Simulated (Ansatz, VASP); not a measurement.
# Ti2C in VASP and in Ansatz

```xyz
12
Lattice="0.0000 4.3102 4.3102 4.3102 0.0000 4.3102 4.3102 4.3102 0.0000" Properties=species:S:1:pos:R:3 pbc="T T T"
Ti    3.2871    5.3333    5.3333
Ti    3.2871    3.2871    3.2871
Ti    5.3333    5.3333    3.2871
Ti    5.4421    7.4883    5.4421
Ti    7.4883    7.4883    7.4883
Ti    7.4883    5.4421    5.4421
Ti    5.4421    5.4421    7.4883
Ti    5.3333    3.2871    5.3333
C     5.3877    5.3877    5.3877
C     5.3877    3.2326    3.2326
C     3.2326    3.2326    5.3877
C     3.2326    5.3877    3.2326
```

Alike in both runs: functional r2SCAN; k mesh 8 × 8 × 8; occupations gaussian, width 0.1 eV; no spin polarisation.

Ansatz relaxed the structure, and its values are those at the end. VASP's run is a single point on that final structure, the one shown.

```csv
,VASP,Ansatz
version,VASP 6.6.1,Ansatz 0.2.0
potentials or method,"VASP PAW PBE potentials, release 64 (Ti_sv, C), cutoff 520 eV","scalar-relativistic, plane waves, PAW"
valence electrons in the cell,112,112
```

VASP gave:

```
gap on the k mesh at the Fermi level (eV) : none
pressure (GPa)                            : 0.7
rms of the force components (eV/Å)        : 0.044
```

Problem. What did Ansatz give for the same quantities?

Solution. gap on the k mesh at the Fermi level (eV): none; pressure (GPa): 0.0; rms of the force components (eV/Å): 0.000.

VASP's potentials were made for PBE, not for r2SCAN. A gap of «none» marks a metal or a gap that the smearing closes. With one functional, cell and mesh, what is left measures potentials, basis and numerics.
